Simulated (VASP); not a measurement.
# MoS2 in VASP: single point with PBE

Aim: the single point of MoS2 with PBE.

Everything below comes from runs of VASP 6.6.1. Logs are shortened: lines on timing, memory, paths and dates and some standing lists are left out, and cuts for length are marked.

## Step 1: The cell of the first run

The typed cell holds 54 atoms: a = 9.367 Å, b = 9.367 Å, c = 12.083 Å, α = 90.00°, β = 90.00°, γ = 120.00°.

## Step 2: Single point, PBE

INCAR

```
SYSTEM = MoS2
PREC = Accurate ; ENCUT = 500
EDIFF = 1E-6 ; ISMEAR = -1
SIGMA = 0.01 ; LREAL = Auto
LASPH = .True. ; NELM = 120
ALGO = Normal ; ISIF = 2
LWAVE = .False. ; LCHARG = .True.
GGA = PE ; LELF = .True.
LVHAR = .True. ; NBANDS = 267
GGA_COMPAT = .False.
```

KPOINTS

```
regular mesh
0
Gamma
  1 1 1
  0 0 0
```

POSCAR

```
MoS2
1.0
    9.3669867967      0.0000000804      0.0000000000
   -4.6834934680      8.1120484826      0.0000000000
    0.0000000000      0.0000000000     12.0827026900
Mo S
18 36
Direct
    0.2218904268      0.1114429066      0.2500000000
    0.1114429066      0.2218904268      0.7500000000
    0.2218904268      0.4447762399      0.2500000000
    0.1114429066      0.5552237601      0.7500000000
    0.2218904268      0.7781095732      0.2500000000
    0.1114429066      0.8885570934      0.7500000000
    0.5552237601      0.1114429066      0.2500000000
    0.4447762399      0.2218904268      0.7500000000
    0.5552237601      0.4447762399      0.2500000000
    0.4447762399      0.5552237601      0.7500000000
    0.5552237601      0.7781095732      0.2500000000
    0.4447762399      0.8885570934      0.7500000000
    0.8885570934      0.1114429066      0.2500000000
    0.7781095732      0.2218904268      0.7500000000
    0.8885570934      0.4447762399      0.2500000000
    0.7781095732      0.5552237601      0.7500000000
    0.8885570934      0.7781095732      0.2500000000
    0.7781095732      0.8885570934      0.7500000000
    0.2222276347      0.1111775604      0.6192650726
    0.1111056986      0.2221557729      0.3807349274
    0.2221557729      0.1111056986      0.8807349274
    0.1111775604      0.2222276347      0.1192650726
    0.2222276347      0.4445108937      0.6192650726
    0.1111056986      0.5554891063      0.3807349274
    0.2221557729      0.4444390320      0.8807349274
    0.1111775604      0.5555609680      0.1192650726
    0.2222276347      0.7778442271      0.6192650726
    0.1111056986      0.8888224396      0.3807349274
    0.2221557729      0.7777723653      0.8807349274
    0.1111775604      0.8888943014      0.1192650726
    0.5555609680      0.1111775604      0.6192650726
    0.4444390320      0.2221557729      0.3807349274
    0.5554891063      0.1111056986      0.8807349274
    0.4445108937      0.2222276347      0.1192650726
    0.5555609680      0.4445108937      0.6192650726
    0.4444390320      0.5554891063      0.3807349274
    0.5554891063      0.4444390320      0.8807349274
    0.4445108937      0.5555609680      0.1192650726
    0.5555609680      0.7778442271      0.6192650726
    0.4444390320      0.8888224396      0.3807349274
    0.5554891063      0.7777723653      0.8807349274
    0.4445108937      0.8888943014      0.1192650726
    0.8888943014      0.1111775604      0.6192650726
    0.7777723653      0.2221557729      0.3807349274
    0.8888224396      0.1111056986      0.8807349274
    0.7778442271      0.2222276347      0.1192650726
    0.8888943014      0.4445108937      0.6192650726
    0.7777723653      0.5554891063      0.3807349274
    0.8888224396      0.4444390320      0.8807349274
    0.7778442271      0.5555609680      0.1192650726
    0.8888943014      0.7778442271      0.6192650726
    0.7777723653      0.8888224396      0.3807349274
    0.8888224396      0.7777723653      0.8807349274
    0.7778442271      0.8888943014      0.1192650726
```

Potentials or basis: VASP PAW PBE potentials, release 64 (Mo_sv, S).

Started as:

```bash
> cat potpaw_PBE.64/Mo_sv/POTCAR potpaw_PBE.64/S/POTCAR > POTCAR
> mpirun -np 1 vasp_gam > vasp.out
```

OUTCAR:

```text
SYSTEM = MoS2
   PREC = Accurate
   ENCUT = 500
   EDIFF = 1E-6
   ISMEAR = -1
   LREAL = Auto
   LASPH = .True.
   NELM = 120
   ISIF = 2
   GGA = PE

 ion  position               nearest neighbor table
   1  0.222  0.111  0.250-  22 2.39  20 2.39  30 2.40  32 2.40  34 2.40  28 2.40   9 3.12   3 3.12
                             7 3.12  17 3.12   5 3.12  13 3.12
   2  0.111  0.222  0.750-  19 2.39  21 2.39  25 2.40  43 2.40  23 2.40  45 2.40  10 3.12   4 3.12
                             8 3.12  18 3.12   6 3.12  14 3.12
   3  0.222  0.445  0.250-  26 2.39  24 2.39  22 2.40  36 2.40  38 2.40  20 2.40  11 3.12   5 3.12
                             1 3.12   9 3.12  13 3.12  15 3.12
   4  0.111  0.555  0.750-  25 2.39  23 2.39  29 2.40  47 2.40  27 2.40  49 2.40  12 3.12   2 3.12
                             6 3.12  10 3.12  14 3.12  16 3.12
   5  0.222  0.778  0.250-  30 2.39  28 2.39  26 2.40  40 2.40  24 2.40  42 2.40   3 3.12  11 3.12
                             7 3.12  15 3.12   1 3.12  17 3.12
   6  0.111  0.889  0.750-  29 2.39  27 2.39  21 2.40  51 2.40  19 2.40  53 2.40   4 3.12  12 3.12
                             8 3.12  16 3.12   2 3.12  18 3.12
   7  0.555  0.111  0.250-  32 2.39  34 2.39  42 2.40  44 2.40  40 2.40  46 2.40  15 3.12   9 3.12
                             1 3.12  13 3.12   5 3.12  11 3.12
   8  0.445  0.222  0.750-  31 2.39  33 2.39  37 2.40  19 2.40  35 2.40  21 2.40  16 3.12  10 3.12
                            14 3.12   2 3.12   6 3.12  12 3.12
   9  0.555  0.445  0.250-  38 2.39  36 2.39  34 2.40  48 2.40  32 2.40  50 2.40   1 3.12  17 3.12
[... 53 lines left out ...]
  53  0.889  0.778  0.881-  18 2.39  16 2.40   6 2.40
  54  0.778  0.889  0.119-  17 2.39  13 2.40  11 2.40

  LATTYP: Found a hexagonal cell.
 ALAT       =     9.3669867967
 C/A-ratio  =     1.2899241722

  Lattice vectors:

 A1 = (   9.3669867967,   0.0000000804,   0.0000000000)
 A2 = (  -4.6834934680,   8.1120484826,   0.0000000000)
 A3 = (   0.0000000000,   0.0000000000,  12.0827026900)

Analysis of symmetry for initial positions (statically):
=====================================================================
 Subroutine PRICEL returns following result:

  LATTYP: Found a hexagonal cell.
 ALAT       =     3.1223289319
 C/A-ratio  =     3.8697725171

  Lattice vectors:

 A1 = (   3.1223289319,   0.0000000268,   0.0000000000)
 A2 = (  -1.5611644896,   2.7040161614,   0.0000000000)
 A3 = (   0.0000000000,   0.0000000000,  12.0827026900)

   9 primitive cells build up your supercell.

 Routine SETGRP: Setting up the symmetry group for a
 hexagonal supercell.

 Subroutine GETGRP returns: Found  4 space group operations
 (whereof  2 operations were pure point group operations)
 out of a pool of 24 trial point group operations.

The static configuration has the point symmetry S_2 .
 The point group associated with its full space group is C_2h.

Analysis of symmetry for dynamics (positions and initial velocities):
=====================================================================
 Subroutine PRICEL returns following result:

  LATTYP: Found a hexagonal cell.
 ALAT       =     3.1223289319
 C/A-ratio  =     3.8697725171

  Lattice vectors:

 A1 = (   3.1223289319,   0.0000000268,   0.0000000000)
 A2 = (  -1.5611644896,   2.7040161614,   0.0000000000)
 A3 = (   0.0000000000,   0.0000000000,  12.0827026900)

   9 primitive cells build up your supercell.

 Routine SETGRP: Setting up the symmetry group for a
 hexagonal supercell.

 Subroutine GETGRP returns: Found  4 space group operations
 (whereof  2 operations were pure point group operations)
 out of a pool of 24 trial point group operations.

The dynamic configuration has the point symmetry S_2 .
 The point group associated with its full space group is C_2h.

 Subroutine INISYM returns: Found  4 space group operations
 (whereof  2 operations are pure point group operations),
 and found     9 'primitive' translations

----------------------------------------------------------------------------------------

                                     Primitive cell

  volume of cell :     102.0122

  direct lattice vectors                    reciprocal lattice vectors
     3.122328932  0.000000027  0.000000000     0.320273750  0.184910139  0.000000000
    -1.561164490  2.704016161  0.000000000    -0.000000003  0.369820273  0.000000000
     0.000000000  0.000000000 12.082702690     0.000000000  0.000000000  0.082762940

  length of vectors
     3.122328932  3.122328933 12.082702690     0.369820273  0.369820273  0.082762940

  position of ions in fractional coordinates (direct lattice)
     0.665671280  0.334328720  0.250000000
     0.334328720  0.665671280  0.750000000
     0.666682904  0.333532681  0.619265073
     0.333317096  0.666467319  0.380734927
     0.666467319  0.333317096  0.880734927
     0.333532681  0.666682904  0.119265073

  ion indices of the primitive-cell ions
   primitive index   ion index
                 1           1
                 2           2
                 3          19
                 4          20
                 5          21
                 6          22

----------------------------------------------------------------------------------------

 KPOINTS: regular mesh

Automatic generation of k-mesh.
 Grid dimensions read from file:
 generate k-points for:    1    1    1

 Generating k-lattice:

  Cartesian coordinates                     Fractional coordinates (reciprocal lattice)
     0.106757917  0.061636713  0.000000000     1.000000000  0.000000000  0.000000000
    -0.000000001  0.123273424  0.000000000    -0.000000000  1.000000000  0.000000000
     0.000000000  0.000000000  0.082762940     0.000000000  0.000000000  1.000000000

  Length of vectors
     0.123273424  0.123273424  0.082762940

  Shift w.r.t. Gamma in fractional coordinates (k-lattice)
     0.000000000  0.000000000  0.000000000

 Subroutine IBZKPT returns following result:
 ===========================================

 Found      1 irreducible k-points:

 Following reciprocal coordinates:
            Coordinates               Weight
  0.000000  0.000000  0.000000      1.000000
   k-points           NKPTS =      1   k-points in BZ     NKDIM =      1   number of bands    NBANDS=    267
   number of dos      NEDOS =    301   number of ions     NIONS =     54
   total plane-waves  NPLWV = 441000
   dimension x,y,z NGX =    70 NGY =   70 NGZ =   90
   dimension x,y,z NGXF=   140 NGYF=  140 NGZF=  180
   ions per type =              18  36
   NGX,Y,Z   is equivalent  to a cutoff of  12.42, 12.42, 12.38 a.u.
   NGXF,Y,Z  is equivalent  to a cutoff of  24.85, 24.85, 24.77 a.u.
 SYSTEM =  MoS2
   PREC   = accura    normal or accurate (medium, high low for compatibility)
   ISTART =      0    job   : 0-new  1-cont  2-samecut
   ICHARG =      2    charge: 1-file 2-atom 10-const
   ISPIN  =      1    spin polarized calculation?
   LNONCOLLINEAR =      F non collinear calculations
   LSORBIT =      F    spin-orbit coupling
   LASPH  =      T    aspherical Exc in radial PAW
   ENCUT  =  500.0 eV  36.75 Ry    6.06 a.u.  17.08 17.08 22.03*2*pi/ulx,y,z
   NELM   =    120;   NELMIN=  2; NELMDL= -5     # of ELM steps
   EDIFF  = 0.1E-05   stopping-criterion for ELM
   LREAL  =      T    real-space projection
   EDIFFG = 0.1E-04   stopping-criterion for IOM
   NSW    =      0    number of steps for IOM
   IBRION =     -1    ionic relax: 0-MD 1-quasi-New 2-CG
   NFREE  =      0    steps in history (QN), initial steepest desc. (CG)
   ISIF   =      2    stress and relaxation
   ISYM   =      2    0-nonsym 1-usesym 2-fastsym
   POTIM  = 0.5000    time-step for ionic-motion
   TEBEG  =    0.0;   TEEND  =   0.0 temperature during run
   PSTRESS=    0.0 pullay stress
   NELECT =     468.0000    total number of electrons
   NUPDOWN=      -1.0000    fix difference up-down
   EMIN   =  10.00;   EMAX   =-10.00  energy-range for DOS
   EFERMI =   0.00;   METHOD = LEGACY
   ISMEAR =    -1;   SIGMA  =   0.01  broadening in eV -4-tet -1-fermi 0-gaus
   EFERMI_NEDOS =   21; number of points for ismear=-14 and -15
   IALGO  =     38    algorithm
   IMIX   =      4    mixing-type and parameters
     AMIX     =   0.40;   BMIX     =  1.00
     AMIX_MAG =   1.60;   BMIX_MAG =  1.00
  volume/ion in A,a.u.               =      17.00       114.74
  Fermi-wavevector in a.u.,A,eV,Ry     =   1.307752  2.471292 23.268878  1.710214
  Thomas-Fermi vector in A             =   2.438465
   LORBIT       =      0    0 simple, 1 ext, 2 COOP (PROOUT), +10 PAW based schemes
   GGA     = PE    functional components
   LHFCALC =     F    Hartree Fock is set to
   AEXX    =    0.0000 exact exchange contribution
   IVDW    =     0    specifies the selected vdW correction
   LEPSILON=     F    determine dielectric tensor
   LRPA    =     F    only Hartree local field effects (RPA)
 non-spin polarized calculation
  energy-cutoff  :      500.00
  volume of cell :      918.11
 maximum number of plane-waves:     11621
 NGX is ok and might be reduce to    70
   NGX = 35   NGY = 35   NGZ = 45

 number of electron     468.0000036 magnetization

 Free energy of the ion-electron system (eV)
  ---------------------------------------------------
  ext. energy  EPLUGINS =         0.00000000
  ---------------------------------------------------
  free energy    TOTEN  =      -390.72575263 eV

  energy without entropy =     -390.72575263  energy(sigma->0) =     -390.72575263

 E-fermi :   8.5119     XC(G=0): -11.1229

 val. band max:        8.1260955853   @ k =   0.0000   0.0000   0.0000
 cond. band min:       9.4389076681   @ k =   0.0000   0.0000   0.0000
 fundamental gap:      1.3128120828
 Fermi energy:         8.5118615948

 k-point     1 :       0.0000    0.0000    0.0000
  band No.  band energies     occupation
      1     -53.2175      2.00000
      2     -53.2175      2.00000
      3     -53.1814      2.00000
      4     -53.1814      2.00000
      5     -53.1814      2.00000
      6     -53.1814      2.00000
[... 238 lines left out ...]
    245       9.7772      0.00000
    246       9.7772      0.00000
 [bands above 246 left out]

------------------------ aborting loop because EDIFF is reached ----------------------------------------

  FORCE on cell =-STRESS in cart. coord.  units (eV):
  Direction    XX          YY          ZZ          XY          YZ          ZX
  --------------------------------------------------------------------------------------
  -------------------------------------------------------------------------------------
  Total       40.4750057     39.7864012     18.4543918     -0.5963489      0.1546769      0.0893025
  in kB       70.6322374     69.4305656     32.2044422     -1.0406782      0.2699240      0.1558403
  external PRESSURE =      57.4224151 kB  Pullay stress =       0.0000000 kB

 VOLUME and BASIS-vectors are now :
 -----------------------------------------------------------------------------
  energy-cutoff  :      500.00
  volume of cell :      918.11
      direct lattice vectors                 reciprocal lattice vectors
     9.366986797  0.000000080  0.000000000     0.106757917  0.061636713  0.000000000
    -4.683493468  8.112048483  0.000000000    -0.000000001  0.123273424  0.000000000
     0.000000000  0.000000000 12.082702690     0.000000000  0.000000000  0.082762940

 POSITION                                       TOTAL-FORCE (eV/Angst)
 -----------------------------------------------------------------------------------
      1.55650      0.90403      3.02068         0.115580     -0.066730     -0.000000
      0.00466      1.79999      9.06203        -0.115580      0.066730     -0.000000
     -0.00466      3.60805      3.02068         0.115580     -0.066730     -0.000000
     -1.55650      4.50400      9.06203        -0.115580      0.066730     -0.000000
     -1.56583      6.31206      3.02068         0.115580     -0.066730     -0.000000
     -3.11767      7.20802      9.06203        -0.115580      0.066730     -0.000000
[... 46 lines left out ...]
      4.68290      6.30933     10.64166         0.058472     -0.030132     -0.395883
      3.12293      7.21075      1.44104        -0.058472      0.030132      0.395883
 -----------------------------------------------------------------------------------
    total drift:                                0.000000      0.000000     -0.000000

  FREE ENERGIE OF THE ION-ELECTRON SYSTEM (eV)
  ---------------------------------------------------
  free  energy   TOTEN  =      -390.7257526285 eV

  energy  without entropy=     -390.7257526285  energy(sigma->0) =     -390.72575263
```

Wall time 9.4 min (1 thread of Oxide Virtual Turin-like, shared host); peak memory 0.8 GiB.

What came out:

| Property | Result |
| --- | --- |
| Free energy | -390.7258 eV |
| Pressure | 5.7 GPa |
| Largest force | 0.401 eV/Å |
| Band gap on the k mesh | 1.31 eV |

Forces in eV/Å, atoms in the order of the input:
```
Mo   0.116 -0.067  0.000
Mo  -0.116  0.067  0.000
Mo   0.116 -0.067  0.000
Mo  -0.116  0.067  0.000
Mo   0.116 -0.067  0.000
Mo  -0.116  0.067  0.000
Mo   0.116 -0.067  0.000
Mo  -0.116  0.067  0.000
Mo   0.116 -0.067  0.000
Mo  -0.116  0.067  0.000
Mo   0.116 -0.067  0.000
Mo  -0.116  0.067  0.000
Mo   0.116 -0.067  0.000
Mo  -0.116  0.067  0.000
Mo   0.116 -0.067  0.000
Mo  -0.116  0.067  0.000
Mo   0.116 -0.067  0.000
Mo  -0.116  0.067  0.000
S    0.055 -0.036  0.396
S   -0.055  0.036 -0.396
S    0.058 -0.030 -0.396
S   -0.058  0.030  0.396
S    0.055 -0.036  0.396
S   -0.055  0.036 -0.396
S    0.058 -0.030 -0.396
S   -0.058  0.030  0.396
S    0.055 -0.036  0.396
S   -0.055  0.036 -0.396
S    0.058 -0.030 -0.396
S   -0.058  0.030  0.396
S    0.055 -0.036  0.396
S   -0.055  0.036 -0.396
S    0.058 -0.030 -0.396
S   -0.058  0.030  0.396
S    0.055 -0.036  0.396
S   -0.055  0.036 -0.396
S    0.058 -0.030 -0.396
S   -0.058  0.030  0.396
S    0.055 -0.036  0.396
S   -0.055  0.036 -0.396
S    0.058 -0.030 -0.396
S   -0.058  0.030  0.396
S    0.055 -0.036  0.396
S   -0.055  0.036 -0.396
S    0.058 -0.030 -0.396
S   -0.058  0.030  0.396
S    0.055 -0.036  0.396
S   -0.055  0.036 -0.396
S    0.058 -0.030 -0.396
S   -0.058  0.030  0.396
S    0.055 -0.036  0.396
S   -0.055  0.036 -0.396
S    0.058 -0.030 -0.396
S   -0.058  0.030  0.396
```

Caveat: the k points lie up to 0.77 Å⁻¹ apart. A k mesh can miss the band edges.
